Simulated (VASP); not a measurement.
Fe: single point with PBE

Crystal: Fe.

```
Fe
1.0
    -1.43422    1.43422    1.43422
     1.43422   -1.43422    1.43422
     1.43422    1.43422   -1.43422
Fe
1
Direct
  0.00000 0.00000 0.00000
```

```
Program             : VASP 6.6.1
Task                : single point
Functional          : PBE
Potentials or basis : VASP PAW PBE potentials, release 64 (Fe)
Cutoff              : 520 eV
k mesh              : 22 × 22 × 22
Occupations         : gaussian, width 0.05 eV
Spin                : collinear spin, ferromagnetic start
Starting moments    : [2.46] μB
```

The pressure is -7.2 GPa and the net moment is 2.25 μB per cell. The site moments are Fe +2.25 μB. The valence electrons inside the program's atomic spheres are Fe 7.19.

Levels at points of the mesh, in eV from the Fermi level:
Spin up:
```csv
k point,band 1,band 2,band 3,band 4,band 5,band 6,band 7,band 8,band 9,band 10
"(0.00, 0.00, 0.00)",-8.17,-2.20,-2.20,-2.20,-1.06,-1.06,24.69,24.69,24.69,29.53
"(0.50, 0.00, 0.00)",-4.69,-3.22,-1.00,-0.89,0.33,0.57,7.05,18.08,19.66,22.96
"(0.50, 0.50, 0.50)",-4.60,-4.60,0.08,0.08,0.08,9.71,9.71,9.71,15.29,15.29
```
Spin down:
```
           k point  band 1  band 2  band 3  band 4  band 5  band 6
(0.00, 0.00, 0.00)   -8.01   -0.23   -0.23   -0.23    1.73    1.73
(0.50, 0.00, 0.00)   -3.38   -1.45    0.66    1.59    1.97    2.61
(0.50, 0.50, 0.50)   -2.73   -2.73    2.33    2.33    2.33    9.97
```

It took 58 s on 1 thread of AMD EPYC 7R13 Processor (Zen 3), with other jobs on the host, peak memory 0.16 GiB.

Caveat: the cell stands under tension.
